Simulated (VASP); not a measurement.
A run of VASP 6.6.1:

The input INCAR:

```
SYSTEM = TaN
  PREC = Accurate
  ENCUT = 520
  EDIFF = 1E-6
  ISMEAR = 0
  SIGMA = 0.15
  LREAL = .False.
  LASPH = .True.
  NELM = 60
  ALGO = Normal
  ISIF = 2
  LWAVE = .False.
  LCHARG = .False.
  GGA = PE
  NBANDS = 15
```

File KPOINTS:

```
regular mesh
0
Gamma
  26 26 26
  0 0 0
```

POSCAR

```
TaN
1.0
   -0.2331583275      2.0984249473      2.0984249473
    2.0984249473     -0.2331583275      2.0984249473
    2.0984249473      2.0984249473     -0.2331583275
Ta N
1 1
Direct
    0.5000000000      0.5000000000      0.5000000000
    0.0000000000      0.0000000000      0.0000000000
```

Potentials or basis: VASP PAW PBE potentials, release 64 (Ta_pv, N).

The run is started by

```console
$ cat potpaw_PBE.64/Ta_pv/POTCAR potpaw_PBE.64/N/POTCAR > POTCAR
$ mpirun -np 1 vasp_std > vasp.out
```

Hardware: 1 thread of Intel(R) Xeon(R) Platinum 8259CL CPU @ 2.50GHz (Skylake/Cascade Lake), with other jobs on the host.

How long does it take, and how much memory?

Wall time 4.4 min on 1 thread of Intel(R) Xeon(R) Platinum 8259CL CPU @ 2.50GHz (Skylake/Cascade Lake) (shared host), peak memory 0.61 GiB. Counts: scf iterations 12, k points 1652.
